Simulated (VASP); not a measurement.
# MgCd3Se4 in VASP: further runs, part 2 of 2

VASP 6.6.1. Earlier steps stand in the parts before.

## 6. Single point, PBE

Contents of INCAR:

```
SYSTEM = MgCd3Se4
PREC     = Accurate       ! precision mode
ENCUT    = 520            ! plane-wave cutoff, eV
EDIFF    = 1E-6           ! SCF threshold, eV
ISMEAR   = 0              ! smearing method
SIGMA    = 0.01           ! smearing width, eV
LREAL    = .False.        ! projectors in reciprocal space
LASPH    = .True.         ! aspherical terms in the spheres
NELM     = 80             ! most SCF steps
ALGO     = Normal         ! electronic algorithm
ISIF     = 2              ! what is computed and relaxed
LWAVE    = .False.        ! write WAVECAR
LCHARG   = .False.        ! write CHGCAR
GGA      = PE             ! functional
NBANDS   = 41             ! bands
```

Contents of KPOINTS:

```
regular mesh
0
Gamma
  6 6 6
  0 0 0
```

Contents of POSCAR:

```
MgCd3Se4
1.0
    6.1447476479      0.0000000000      0.0000000000
    0.0000000000      6.1447476479      0.0000000000
    0.0000000000      0.0000000000      6.1447476479
Mg Cd Se
1 3 4
Direct
    0.0000000000      0.0000000000      0.0000000000
    0.0000000000      0.5000000000      0.5000000000
    0.5000000000      0.0000000000      0.5000000000
    0.5000000000      0.5000000000      0.0000000000
    0.7553145314      0.7553145314      0.2446854686
    0.7553145314      0.2446854686      0.7553145314
    0.2446854686      0.7553145314      0.7553145314
    0.2446854686      0.2446854686      0.2446854686
```

Potentials or basis: VASP PAW PBE potentials, release 64 (Mg, Cd, Se).

Launch:

```
$ cat potpaw_PBE.64/Mg/POTCAR potpaw_PBE.64/Cd/POTCAR potpaw_PBE.64/Se/POTCAR > POTCAR
$ mpirun -np 1 vasp_std > vasp.out
```

OUTCAR:

```text
SYSTEM = MgCd3Se4
   PREC = Accurate
   ENCUT = 520
   EDIFF = 1E-6
   ISMEAR = 0
   LREAL = .False.
   LASPH = .True.
   NELM = 80
   ISIF = 2
   GGA = PE

 ion  position               nearest neighbor table
   1  0.000  0.000  0.000-   5 2.60   6 2.60   7 2.60   8 2.60
   2  0.000  0.500  0.500-   5 2.68   6 2.68   7 2.68   8 2.68
   3  0.500  0.000  0.500-   5 2.68   6 2.68   7 2.68   8 2.68
   4  0.500  0.500  0.000-   5 2.68   6 2.68   7 2.68   8 2.68
   5  0.755  0.755  0.245-   1 2.60   2 2.68   3 2.68   4 2.68
   6  0.755  0.245  0.755-   1 2.60   2 2.68   3 2.68   4 2.68
   7  0.245  0.755  0.755-   1 2.60   2 2.68   3 2.68   4 2.68
   8  0.245  0.245  0.245-   1 2.60   2 2.68   3 2.68   4 2.68

  LATTYP: Found a simple cubic cell.
 ALAT       =     6.1447476479

  Lattice vectors:

 A1 = (   6.1447476479,   0.0000000000,   0.0000000000)
 A2 = (   0.0000000000,   6.1447476479,   0.0000000000)
 A3 = (   0.0000000000,   0.0000000000,   6.1447476479)

Analysis of symmetry for initial positions (statically):
=====================================================================
 Subroutine PRICEL returns:
 Original cell was already a primitive cell.

 Routine SETGRP: Setting up the symmetry group for a
 simple cubic supercell.

 Subroutine GETGRP returns: Found 24 space group operations
 (whereof 24 operations were pure point group operations)
 out of a pool of 48 trial point group operations.

The static configuration has the point symmetry T_d .

Analysis of symmetry for dynamics (positions and initial velocities):
=====================================================================
 Subroutine PRICEL returns:
 Original cell was already a primitive cell.

 Routine SETGRP: Setting up the symmetry group for a
 simple cubic supercell.

 Subroutine GETGRP returns: Found 24 space group operations
 (whereof 24 operations were pure point group operations)
 out of a pool of 48 trial point group operations.

The dynamic configuration has the point symmetry T_d .

 Subroutine INISYM returns: Found 24 space group operations
 (whereof 24 operations are pure point group operations),
 and found     1 'primitive' translations

----------------------------------------------------------------------------------------

                                     Primitive cell

  volume of cell :     232.0129

  direct lattice vectors                    reciprocal lattice vectors
     6.144747648  0.000000000  0.000000000     0.162740613  0.000000000  0.000000000
     0.000000000  6.144747648  0.000000000     0.000000000  0.162740613  0.000000000
     0.000000000  0.000000000  6.144747648     0.000000000  0.000000000  0.162740613

  length of vectors
     6.144747648  6.144747648  6.144747648     0.162740613  0.162740613  0.162740613

  position of ions in fractional coordinates (direct lattice)
     0.000000000  0.000000000  0.000000000
     0.000000000  0.500000000  0.500000000
     0.500000000  0.000000000  0.500000000
     0.500000000  0.500000000  0.000000000
     0.755314531  0.755314531  0.244685469
     0.755314531  0.244685469  0.755314531
     0.244685469  0.755314531  0.755314531
     0.244685469  0.244685469  0.244685469

[... 41 lines left out ...]
  0.333333  0.000000  0.000000      6.000000
  0.500000  0.000000  0.000000      3.000000
  0.166667  0.166667  0.000000     12.000000
  0.333333  0.166667  0.000000     24.000000
[... 12 lines left out ...]
  0.500000  0.500000  0.333333      6.000000
  0.500000  0.500000  0.500000      1.000000
   k-points           NKPTS =     20   k-points in BZ     NKDIM =     20   number of bands    NBANDS=     41
   number of dos      NEDOS =    301   number of ions     NIONS =      8
   total plane-waves  NPLWV = 110592
   dimension x,y,z NGX =    48 NGY =   48 NGZ =   48
   dimension x,y,z NGXF=    96 NGYF=   96 NGZF=   96
   ions per type =               1   3   4
   NGX,Y,Z   is equivalent  to a cutoff of  12.99, 12.99, 12.99 a.u.
   NGXF,Y,Z  is equivalent  to a cutoff of  25.97, 25.97, 25.97 a.u.
 SYSTEM =  MgCd3Se4
   PREC   = accura    normal or accurate (medium, high low for compatibility)
   ISTART =      0    job   : 0-new  1-cont  2-samecut
   ICHARG =      2    charge: 1-file 2-atom 10-const
   ISPIN  =      1    spin polarized calculation?
   LNONCOLLINEAR =      F non collinear calculations
   LSORBIT =      F    spin-orbit coupling
   LASPH  =      T    aspherical Exc in radial PAW
   ENCUT  =  520.0 eV  38.22 Ry    6.18 a.u.  11.43 11.43 11.43*2*pi/ulx,y,z
   NELM   =     80;   NELMIN=  2; NELMDL= -5     # of ELM steps
   EDIFF  = 0.1E-05   stopping-criterion for ELM
   LREAL  =      F    real-space projection
   EDIFFG = 0.1E-04   stopping-criterion for IOM
   NSW    =      0    number of steps for IOM
   IBRION =     -1    ionic relax: 0-MD 1-quasi-New 2-CG
   NFREE  =      0    steps in history (QN), initial steepest desc. (CG)
   ISIF   =      2    stress and relaxation
   ISYM   =      2    0-nonsym 1-usesym 2-fastsym
   POTIM  = 0.5000    time-step for ionic-motion
   TEBEG  =    0.0;   TEEND  =   0.0 temperature during run
   PSTRESS=    0.0 pullay stress
   NELECT =      62.0000    total number of electrons
   NUPDOWN=      -1.0000    fix difference up-down
   EMIN   =  10.00;   EMAX   =-10.00  energy-range for DOS
   EFERMI =   0.00;   METHOD = LEGACY
   ISMEAR =     0;   SIGMA  =   0.01  broadening in eV -4-tet -1-fermi 0-gaus
   EFERMI_NEDOS =   21; number of points for ismear=-14 and -15
   IALGO  =     38    algorithm
   IMIX   =      4    mixing-type and parameters
     AMIX     =   0.40;   BMIX     =  1.00
     AMIX_MAG =   1.60;   BMIX_MAG =  1.00
  volume/ion in A,a.u.               =      29.00       195.71
  Fermi-wavevector in a.u.,A,eV,Ry     =   1.054471  1.992661 15.128444  1.111909
  Thomas-Fermi vector in A             =   2.189633
   LORBIT       =      0    0 simple, 1 ext, 2 COOP (PROOUT), +10 PAW based schemes
   GGA     = PE    functional components
   LHFCALC =     F    Hartree Fock is set to
   AEXX    =    0.0000 exact exchange contribution
   IVDW    =     0    specifies the selected vdW correction
   LEPSILON=     F    determine dielectric tensor
   LRPA    =     F    only Hartree local field effects (RPA)
 non-spin polarized calculation
 Gauss-broadening in eV      SIGMA  =   0.01
  energy-cutoff  :      520.00
  volume of cell :      232.01
 maximum number of plane-waves:      6302
 NGX is ok and might be reduce to    48
   NGX = 23   NGY = 23   NGZ = 23

 number of electron      61.9999959 magnetization

 Free energy of the ion-electron system (eV)
  ---------------------------------------------------
  ext. energy  EPLUGINS =         0.00000000
  ---------------------------------------------------
  free energy    TOTEN  =       -23.99788658 eV

  energy without entropy =      -23.99788658  energy(sigma->0) =      -23.99788658

 E-fermi :   0.6124     XC(G=0):  -8.5162

 val. band max:        0.5158864107   @ k =   0.0000   0.0000   0.0000
 cond. band min:       1.5002217211   @ k =   0.0000   0.0000   0.0000
 fundamental gap:      0.9843353104
 Fermi energy:         0.6123728600

 k-point     1 :       0.0000    0.0000    0.0000
  band No.  band energies     occupation
      1     -11.5892      2.00000
      2     -11.1000      2.00000
      3     -11.1000      2.00000
      4     -11.1000      2.00000
      5      -7.0311      2.00000
      6      -7.0311      2.00000
[... 869 lines left out ...]
     40       7.1596      0.00000
     41       7.1935      0.00000

------------------------ aborting loop because EDIFF is reached ----------------------------------------

  FORCE on cell =-STRESS in cart. coord.  units (eV):
  Direction    XX          YY          ZZ          XY          YZ          ZX
  --------------------------------------------------------------------------------------
  -------------------------------------------------------------------------------------
  Total        0.2568669      0.2568669      0.2568669      0.0000000      0.0000000     -0.0000000
  in kB        1.7738081      1.7738081      1.7738081      0.0000000      0.0000000     -0.0000000
  external PRESSURE =       1.7738081 kB  Pullay stress =       0.0000000 kB

 VOLUME and BASIS-vectors are now :
 -----------------------------------------------------------------------------
  energy-cutoff  :      520.00
  volume of cell :      232.01
      direct lattice vectors                 reciprocal lattice vectors
     6.144747648  0.000000000  0.000000000     0.162740613  0.000000000  0.000000000
     0.000000000  6.144747648  0.000000000     0.000000000  0.162740613  0.000000000
     0.000000000  0.000000000  6.144747648     0.000000000  0.000000000  0.162740613

 POSITION                                       TOTAL-FORCE (eV/Angst)
 -----------------------------------------------------------------------------------
      0.00000      0.00000      0.00000         0.000000      0.000000      0.000000
      0.00000      3.07237      3.07237         0.000000      0.000000      0.000000
      3.07237      0.00000      3.07237         0.000000      0.000000      0.000000
      3.07237      3.07237      0.00000         0.000000      0.000000      0.000000
      4.64122      4.64122      1.50353         0.018568      0.018568     -0.018568
      4.64122      1.50353      4.64122         0.018568     -0.018568      0.018568
      1.50353      4.64122      4.64122        -0.018568      0.018568      0.018568
      1.50353      1.50353      1.50353        -0.018568     -0.018568     -0.018568
 -----------------------------------------------------------------------------------
    total drift:                               -0.000000     -0.000000      0.000000

  FREE ENERGIE OF THE ION-ELECTRON SYSTEM (eV)
  ---------------------------------------------------
  free  energy   TOTEN  =       -23.9978865770 eV

  energy  without entropy=      -23.9978865770  energy(sigma->0) =      -23.99788658
```

Wall time 86 s (1 thread of Intel Xeon 6975P-C (Granite Rapids), shared host); peak memory 0.42 GiB.

What came out:

* Free energy: -23.9979 eV
* Pressure: 0.2 GPa
* Largest force: 0.032 eV/Å
* Band gap on the k mesh: 0.98 eV, direct

Forces on the atoms (eV/Å):
```
Mg   0.000  0.000  0.000
Cd   0.000  0.000  0.000
Cd   0.000  0.000  0.000
Cd   0.000  0.000  0.000
Se   0.019  0.019 -0.019
Se   0.019 -0.019  0.019
Se  -0.019  0.019  0.019
Se  -0.019 -0.019 -0.019
```

## 7. Overview

| cell | k mesh | smearing | gap on the mesh (eV) | pressure (GPa) | largest force (eV/Å) |
| --- | --- | --- | --- | --- | --- |
| a = 6.143 Å, 8 atoms | 2 × 2 × 2 | gaussian 0.1 eV | 0.97 | 0.3 | 0.04 |
| a = 6.151, b = 6.142, c = 6.158 Å, angles 90.0°, 8 atoms | 2 × 2 × 2 | gaussian 0.1 eV | 0.96 | 0.2 | 0.03 |
| a = 6.143 Å, 8 atoms | 4 × 4 × 4 | gaussian 0.1 eV | 0.99 | 0.2 | 0.03 |
| a = 6.143 Å, 8 atoms | 6 × 6 × 6 | gaussian 0.02 eV | 0.99 | 0.2 | 0.03 |
| a = 6.145 Å, 8 atoms | 6 × 6 × 6 | gaussian 0.01 eV | 0.98 | 0.2 | 0.03 |

Alike in all rows: task single point; level PBE; potentials or basis VASP PAW PBE potentials, release 64 (Mg, Cd, Se); no spin polarisation; cutoff (eV) 520.

Caveats: some runs use coarse meshes.

Absolute energies hang on the potentials; compare differences alone.
